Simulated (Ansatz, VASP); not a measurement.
# HgSe in VASP and in Ansatz

```
CELL_PARAMETERS angstrom
0.00000 3.08623 3.08623
3.08623 0.00000 3.08623
3.08623 3.08623 0.00000
ATOMIC_POSITIONS crystal
Hg 0.00000 0.00000 0.00000
Se 0.75000 0.75000 0.75000
```

Alike in both runs: functional PBE; dispersion D3(BJ); k mesh 16 × 16 × 16; occupations gaussian, width 0.1 eV; no spin polarisation.

Ansatz relaxed the structure, and its values are those at the end. VASP's run is a single point on that final structure, the one shown.

|  | VASP | Ansatz |
| --- | --- | --- |
| version | VASP 6.6.1 | Ansatz 0.2.0 |
| potentials or method | VASP PAW PBE potentials, release 64 (Hg, Se), cutoff 500 eV | scalar-relativistic, plane waves, PAW |
| valence electrons in the cell | 18 | 36 |

```csv
,VASP,Ansatz,Ansatz less VASP
gap on the k mesh at the Fermi level (eV),none,none,-
pressure (GPa),0.2,0.0,-0.24
```

A gap of «none» marks a metal or a gap that the smearing closes. VASP's potentials hold 18 valence electrons a cell and Ansatz's 36, so a difference there can come from the potentials and not from the codes.

Neither program's run includes spin-orbit coupling.
